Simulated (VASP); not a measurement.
# AgCl (I4/mmm) in VASP: further runs

AgCl is run at these levels: LDA; tasks: single point.

All numbers are computed with VASP 6.6.1; they aren't measurements. Logs are shortened: lines on timing, memory, paths and dates and some standing lists are left out, and cuts for length are marked.

## (1) The cell of the first run

It takes space group I4/mmm (No. 139, tetragonal). Conventional cell: a = 3.922 Å, b = 3.922 Å, c = 5.768 Å, α = 90.00°, β = 90.00°, γ = 90.00°. Ag (site symmetry 4/mmm) has 6 Cl at 2.77 to 2.88 Å within 3.7 Å. Within 3.7 Å of Cl (site symmetry 4/mmm) lie 6 Ag at 2.77 to 2.88 Å.

## (2) Single point, LDA (strain +0.0400 x Voigt [0, 1, 0, 0, 0, 0])

Input file INCAR:

```
SYSTEM = AgCl
  PREC = Accurate
  ENCUT = 520
  EDIFF = 1E-6
  ISMEAR = 0
  SIGMA = 0.05
  LREAL = .False.
  LASPH = .True.
  NELM = 100
  ALGO = Normal
  ISIF = 2
  LWAVE = .False.
  LCHARG = .False.
  NBANDS = 16
```

Input file KPOINTS:

```
Automatic mesh
0
Gamma
  8 8 8
  0 0 0
```

Input file POSCAR:

```
AgCl
1.0
    0.0000000000      2.8840760000      2.7731500000
    2.7731500000      0.0000000000      2.7731500000
    2.7731500000      2.8840760000      0.0000000000
Ag Cl
1 1
Direct
    0.5000000000      0.5000000000      0.5000000000
    0.0000000000      0.0000000000      0.0000000000
```

Potentials or basis: VASP PAW LDA potentials, release 64 (Ag, Cl).

Launch:

```sh
$ cat potpaw_LDA.64/Ag/POTCAR potpaw_LDA.64/Cl/POTCAR > POTCAR
$ mpirun -np 1 vasp_std > vasp.out
```

OUTCAR:

```text
SYSTEM = AgCl
   PREC = Accurate
   ENCUT = 520
   EDIFF = 1E-6
   ISMEAR = 0
   LREAL = .False.
   LASPH = .True.
   NELM = 100
   ISIF = 2

 ion  position               nearest neighbor table
   1  0.500  0.500  0.500-   2 2.77   2 2.77   2 2.77   2 2.77   2 2.88   2 2.88
   2  0.000  0.000  0.000-   1 2.77   1 2.77   1 2.77   1 2.77   1 2.88   1 2.88

  LATTYP: Found a body centered tetragonal cell.
 ALAT       =     3.9218263405
 C/A-ratio  =     1.4707821049

  Lattice vectors:

 A1 = (   0.0000000000,  -2.8840760000,   2.7731500000)
 A2 = (   0.0000000000,  -2.8840760000,  -2.7731500000)
 A3 = (   2.7731500000,   2.8840760000,   0.0000000000)

Analysis of symmetry for initial positions (statically):
=====================================================================
 Subroutine PRICEL returns:
 Original cell was already a primitive cell.

 Routine SETGRP: Setting up the symmetry group for a
 body centered tetragonal supercell.

 Subroutine GETGRP returns: Found 16 space group operations
 (whereof 16 operations were pure point group operations)
 out of a pool of 16 trial point group operations.

The static configuration has the point symmetry D_4h.

Analysis of symmetry for dynamics (positions and initial velocities):
=====================================================================
 Subroutine PRICEL returns:
 Original cell was already a primitive cell.

 Routine SETGRP: Setting up the symmetry group for a
 body centered tetragonal supercell.

 Subroutine GETGRP returns: Found 16 space group operations
 (whereof 16 operations were pure point group operations)
 out of a pool of 16 trial point group operations.

The dynamic configuration has the point symmetry D_4h.

 Subroutine INISYM returns: Found 16 space group operations
 (whereof 16 operations are pure point group operations),
 and found     1 'primitive' translations

----------------------------------------------------------------------------------------

                                     Primitive cell

  volume of cell :      44.3592

  direct lattice vectors                    reciprocal lattice vectors
     0.000000000  2.884076000  2.773150000    -0.180300380  0.173365750  0.180300380
     2.773150000  0.000000000  2.773150000     0.180300380 -0.173365750  0.180300380
     2.773150000  2.884076000  0.000000000     0.180300380  0.173365750 -0.180300380

  length of vectors
     4.001031779  3.921826340  4.001031779     0.308337701  0.308337701  0.308337701

  position of ions in fractional coordinates (direct lattice)
     0.500000000  0.500000000  0.500000000
     0.000000000  0.000000000  0.000000000

  ion indices of the primitive-cell ions
   primitive index   ion index
                 1           1
                 2           2

----------------------------------------------------------------------------------------

 KPOINTS: Automatic mesh

Automatic generation of k-mesh.
 Grid dimensions read from file:
 generate k-points for:    8    8    8

 Generating k-lattice:

  Cartesian coordinates                     Fractional coordinates (reciprocal lattice)
    -0.022537548  0.021670719  0.022537548     0.125000000  0.000000000 -0.000000000
     0.022537548 -0.021670719  0.022537548     0.000000000  0.125000000  0.000000000
     0.022537548  0.021670719 -0.022537548    -0.000000000  0.000000000  0.125000000

  Length of vectors
     0.038542213  0.038542213  0.038542213

  Shift w.r.t. Gamma in fractional coordinates (k-lattice)
     0.000000000  0.000000000  0.000000000

 Subroutine IBZKPT returns following result:
 ===========================================

 Found     59 irreducible k-points:

 Following reciprocal coordinates:
            Coordinates               Weight
  0.000000  0.000000  0.000000      1.000000
  0.125000  0.000000 -0.000000      8.000000
  0.250000  0.000000 -0.000000      8.000000
  0.375000  0.000000  0.000000      8.000000
  0.500000  0.000000 -0.000000      4.000000
  0.125000  0.125000  0.000000      4.000000
[... 16 lines left out ...]
  0.250000  0.000000  0.125000      8.000000
  0.375000  0.000000  0.125000      8.000000
 [... further k-points ...]
   k-points           NKPTS =     59   k-points in BZ     NKDIM =     59   number of bands    NBANDS=     16
   number of dos      NEDOS =    301   number of ions     NIONS =      2
   total plane-waves  NPLWV =  27000
   dimension x,y,z NGX =    30 NGY =   30 NGZ =   30
   dimension x,y,z NGXF=    60 NGYF=   60 NGZF=   60
   ions per type =               1   1
   NGX,Y,Z   is equivalent  to a cutoff of  12.47, 12.72, 12.47 a.u.
   NGXF,Y,Z  is equivalent  to a cutoff of  24.93, 25.43, 24.93 a.u.
 SYSTEM =  AgCl
   PREC   = accura    normal or accurate (medium, high low for compatibility)
   ISTART =      0    job   : 0-new  1-cont  2-samecut
   ICHARG =      2    charge: 1-file 2-atom 10-const
   ISPIN  =      1    spin polarized calculation?
   LNONCOLLINEAR =      F non collinear calculations
   LSORBIT =      F    spin-orbit coupling
   LASPH  =      T    aspherical Exc in radial PAW
   ENCUT  =  520.0 eV  38.22 Ry    6.18 a.u.   7.44  7.29  7.44*2*pi/ulx,y,z
   NELM   =    100;   NELMIN=  2; NELMDL= -5     # of ELM steps
   EDIFF  = 0.1E-05   stopping-criterion for ELM
   LREAL  =      F    real-space projection
   EDIFFG = 0.1E-04   stopping-criterion for IOM
   NSW    =      0    number of steps for IOM
   IBRION =     -1    ionic relax: 0-MD 1-quasi-New 2-CG
   NFREE  =      0    steps in history (QN), initial steepest desc. (CG)
   ISIF   =      2    stress and relaxation
   ISYM   =      2    0-nonsym 1-usesym 2-fastsym
   POTIM  = 0.5000    time-step for ionic-motion
   TEBEG  =    0.0;   TEEND  =   0.0 temperature during run
   PSTRESS=    0.0 pullay stress
   NELECT =      18.0000    total number of electrons
   NUPDOWN=      -1.0000    fix difference up-down
   EMIN   =  10.00;   EMAX   =-10.00  energy-range for DOS
   EFERMI =   0.00;   METHOD = LEGACY
   ISMEAR =     0;   SIGMA  =   0.05  broadening in eV -4-tet -1-fermi 0-gaus
   EFERMI_NEDOS =   21; number of points for ismear=-14 and -15
   IALGO  =     38    algorithm
   IMIX   =      4    mixing-type and parameters
     AMIX     =   0.40;   BMIX     =  1.00
     AMIX_MAG =   1.60;   BMIX_MAG =  1.00
  volume/ion in A,a.u.               =      22.18       149.68
  Fermi-wavevector in a.u.,A,eV,Ry     =   1.212005  2.290358 19.986372  1.468957
  Thomas-Fermi vector in A             =   2.347503
   LORBIT       =      0    0 simple, 1 ext, 2 COOP (PROOUT), +10 PAW based schemes
   GGA     = CA    functional components
   LHFCALC =     F    Hartree Fock is set to
   AEXX    =    0.0000 exact exchange contribution
   IVDW    =     0    specifies the selected vdW correction
   LEPSILON=     F    determine dielectric tensor
   LRPA    =     F    only Hartree local field effects (RPA)
 non-spin polarized calculation
 Gauss-broadening in eV      SIGMA  =   0.05
  energy-cutoff  :      520.00
  volume of cell :       44.36
 maximum number of plane-waves:      1211
 NGX is ok and might be reduce to    30
   NGX = 15   NGY = 15   NGZ = 15

 number of electron      17.9999995 magnetization

 Free energy of the ion-electron system (eV)
  ---------------------------------------------------
  ext. energy  EPLUGINS =         0.00000000
  ---------------------------------------------------
  free energy    TOTEN  =        -6.64648624 eV

  energy without entropy =       -6.64648624  energy(sigma->0) =       -6.64648624

 E-fermi :   3.4521     XC(G=0): -10.2417

 val. band max:        3.2046526742   @ k =   0.5000   0.0000  -0.0000
 cond. band min:       3.7473484155   @ k =   0.0000   0.0000   0.0000
 fundamental gap:      0.5426957413
 Fermi energy:         3.4520643573

 k-point     1 :       0.0000    0.0000    0.0000
  band No.  band energies     occupation
      1     -11.7106      2.00000
      2       0.6527      2.00000
      3       0.7433      2.00000
      4       0.7443      2.00000
      5       0.7443      2.00000
      6       0.7527      2.00000
[... 8 lines left out ...]
     15      15.2983      0.00000
     16      16.1570      0.00000

 k-point     2 :       0.1250    0.0000   -0.0000
  band No.  band energies     occupation
      1     -11.6540      2.00000
      2       0.0572      2.00000
      3       0.0982      2.00000
      4       0.2007      2.00000
      5       0.7444      2.00000
      6       0.7875      2.00000
[... 8 lines left out ...]
     15      15.0220      0.00000
     16      15.4915      0.00000

 k-point     3 :       0.2500    0.0000   -0.0000
  band No.  band energies     occupation
      1     -11.5117      2.00000
      2      -0.9277      2.00000
      3      -0.4619      2.00000
      4      -0.3461      2.00000
      5       0.8739      2.00000
      6       0.8945      2.00000
[... 8 lines left out ...]
     15      15.2272      0.00000
     16      15.4503      0.00000

 k-point     4 :       0.3750    0.0000    0.0000
  band No.  band energies     occupation
      1     -11.3608      2.00000
      2      -1.6766      2.00000
      3      -0.8179      2.00000
      4      -0.6911      2.00000
      5       1.0048      2.00000
      6       1.0102      2.00000
[... 8 lines left out ...]
     15      16.0624      0.00000
     16      16.2566      0.00000
[... 324 lines left out ...]
 k-point    22 :       0.1250    0.0000    0.1250
  band No.  band energies     occupation
      1     -11.6453      2.00000
      2      -0.2486      2.00000
      3       0.4712      2.00000
      4       0.4712      2.00000
      5       0.6115      2.00000
      6       0.7650      2.00000
[... 8 lines left out ...]
     15      16.7145      0.00000
     16      17.1498      0.00000

 k-point    23 :       0.2500    0.0000    0.1250
  band No.  band energies     occupation
      1     -11.5418      2.00000
      2      -0.7771      2.00000
      3      -0.1095      2.00000
      4      -0.0432      2.00000
      5       0.7111      2.00000
      6       0.9065      2.00000
[... 8 lines left out ...]
     15      16.4399      0.00000
     16      16.6680      0.00000

 k-point    24 :       0.3750    0.0000    0.1250
  band No.  band energies     occupation
      1     -11.3977      2.00000
      2      -1.3432      2.00000
      3      -0.6517      2.00000
      4      -0.5469      2.00000
      5       0.8634      2.00000
      6       1.0247      2.00000
[... 8 lines left out ...]
     15      16.5743      0.00000
     16      16.7344      0.00000

 [... further k-points ...]
[... 5 lines left out ...]
  --------------------------------------------------------------------------------------
  -------------------------------------------------------------------------------------
  Total       -1.8927919     -1.8576055     -1.8927919      0.0000000     -0.0000000      0.0000000
  in kB      -68.3644042    -67.0935327    -68.3644042      0.0000000     -0.0000000      0.0000000
  external PRESSURE =     -67.9407803 kB  Pullay stress =       0.0000000 kB

 VOLUME and BASIS-vectors are now :
 -----------------------------------------------------------------------------
  energy-cutoff  :      520.00
  volume of cell :       44.36
      direct lattice vectors                 reciprocal lattice vectors
     0.000000000  2.884076000  2.773150000    -0.180300380  0.173365750  0.180300380
     2.773150000  0.000000000  2.773150000     0.180300380 -0.173365750  0.180300380
     2.773150000  2.884076000  0.000000000     0.180300380  0.173365750 -0.180300380

 POSITION                                       TOTAL-FORCE (eV/Angst)
 -----------------------------------------------------------------------------------
      2.77315      2.88408      2.77315         0.000000      0.000000     -0.000000
      0.00000      0.00000      0.00000        -0.000000     -0.000000      0.000000
 -----------------------------------------------------------------------------------
    total drift:                                0.000000      0.000000      0.000000

  FREE ENERGIE OF THE ION-ELECTRON SYSTEM (eV)
  ---------------------------------------------------
  free  energy   TOTEN  =        -6.6464862382 eV

  energy  without entropy=       -6.6464862382  energy(sigma->0) =       -6.64648624
```

Run time: 42 s. Hardware: 1 thread of Intel Xeon 8259CL, shared host; peak memory 0.17 GiB.

Results:

| Property | Result |
| --- | --- |
| Free energy | -6.6465 eV |
| Pressure | -6.8 GPa |
| Band gap on the k mesh | 0.54 eV (least direct gap 2.73 eV) |

Stress tensor (GPa, compression positive):
```
-6.84  0.00  0.00
 0.00 -6.71  0.00
 0.00  0.00 -6.84
```

Caveat: the cell differs from its parent crystal (strain +0.0400 x Voigt [0, 1, 0, 0, 0, 0]); the cell stands under tension; semilocal functionals underestimate gaps, and a narrow one can read as zero. A k mesh can miss the band edges.

## (3) Single point, LDA (strain +0.0350 x Voigt [0, 1, 0, 0, 0, 0])

Input file INCAR:

```
SYSTEM = AgCl
ALGO = Normal
EDIFF = 1E-6
ENCUT = 520
GGA = CA
ISIF = 2
ISMEAR = 0
LASPH = .TRUE.
LCHARG = .FALSE.
LREAL = .FALSE.
LWAVE = .FALSE.
NBANDS = 16
NELM = 80
PREC = Accurate
SIGMA = 0.05
```

Input file KPOINTS:

```
k-points
0
G
  8 8 8
  0 0 0
```

Input file POSCAR:

```
AgCl
1.0
    0.0000000000      2.8702102500      2.7731500000
    2.7731500000      0.0000000000      2.7731500000
    2.7731500000      2.8702102500      0.0000000000
Ag Cl
1 1
Direct
    0.5000000000      0.5000000000      0.5000000000
    0.0000000000      0.0000000000      0.0000000000
```

Potentials or basis: VASP PAW LDA potentials, release 64 (Ag, Cl).

Launch:

```sh
$ cat potpaw_LDA.64/Ag/POTCAR potpaw_LDA.64/Cl/POTCAR > POTCAR
$ mpirun -np 1 vasp_std > vasp.out
```

Run time: 52 s. Hardware: 1 thread of Intel Xeon 8259CL, shared host; peak memory 0.17 GiB.

It converged, with:

```
Free energy            : -6.6553 eV
Pressure               : -6.7 GPa
Band gap on the k mesh : 0.55 eV (least direct gap 2.75 eV)
```

Stress tensor (GPa, compression positive):
```
-6.70  0.00  0.00
 0.00 -6.62  0.00
 0.00  0.00 -6.70
```

Levels at points of the mesh, in eV from the valence-band top:
```tsv
k point	band 6	band 7	band 8	band 9	band 10	band 11	band 12	band 13
(0.00, 0.00, 0.00)	-2.45	-2.31	-2.31	-2.20	0.55	10.58	10.68	10.68
(0.50, 0.00, 0.00)	-2.14	-1.83	-0.21	0.00	3.95	6.07	7.25	7.57
(0.50, 0.50, 0.00)	-2.26	-2.04	-2.02	-1.97	2.07	7.72	8.28	10.60
(0.50, 0.00, 0.50)	-2.31	-2.03	-2.03	-1.98	2.09	7.93	7.94	11.12
```

Caveat: the cell differs from its parent crystal (strain +0.0350 x Voigt [0, 1, 0, 0, 0, 0]); the cell stands under tension; semilocal functionals underestimate gaps, and a narrow one can read as zero.
